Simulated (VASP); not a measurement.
La3Hf:

```
Hf La
1.0
     5.04513    0.00000    0.00000
     0.00000    5.04513    0.00000
     0.00000    0.00000    5.04513
Hf La
1 3
Direct
  0.00000 0.00000 0.00000
  0.50000 0.50000 0.00000
  0.50000 0.00000 0.50000
  0.00000 0.50000 0.50000
```

| Item | Value |
| --- | --- |
| Program | VASP 6.6.1 |
| Task | relaxation of cell and atoms |
| Functional | BLYP |
| Potentials or basis | VASP PAW PBE potentials, release 64 (Hf_pv, La) |
| Cutoff | 600 eV |
| k mesh | 5 × 5 × 5 |
| Occupations | fermi-dirac, width 0.05 eV |
| Spin | no spin polarisation |

At the start: pressure 2.7 GPa; volume 32.10 Å³/atom.

Task: Where does the relaxation end?

Result: Over 3 steps the energy falls by 17.4 meV/atom and the volume is 34.29 Å³/atom (+6.8 %); space group Pm-3m (No. 221, to 0.1 Å) before and after.

Step by step:
| step | energy change (eV) | largest force (eV/Å) | pressure (GPa) | volume (Å³) |
| --- | --- | --- | --- | --- |
| 1 | 0.0000 | 0.0000 | 2.67 | 128.42 |
| 2 | -0.0679 | 0.0000 | -0.37 | 138.64 |
| 3 | -0.0696 | 0.0000 | 0.01 | 137.17 |

Final structure:
```cif
data_structure
_symmetry_space_group_name_H-M 'P 1'
_symmetry_Int_Tables_number 1
_cell_length_a 5.1572
_cell_length_b 5.1572
_cell_length_c 5.1572
_cell_angle_alpha 90.000
_cell_angle_beta 90.000
_cell_angle_gamma 90.000
_cell_volume 137.17
loop_
_atom_site_label
_atom_site_type_symbol
_atom_site_fract_x
_atom_site_fract_y
_atom_site_fract_z
_atom_site_occupancy
Hf1 Hf 0.00000 0.00000 0.00000 1
La1 La 0.50000 0.50000 0.00000 1
La2 La 0.50000 0.00000 0.50000 1
La3 La 0.00000 0.50000 0.50000 1
```

Caveat: the PAW data sets were made with another functional, which shifts forces and pressure a little.
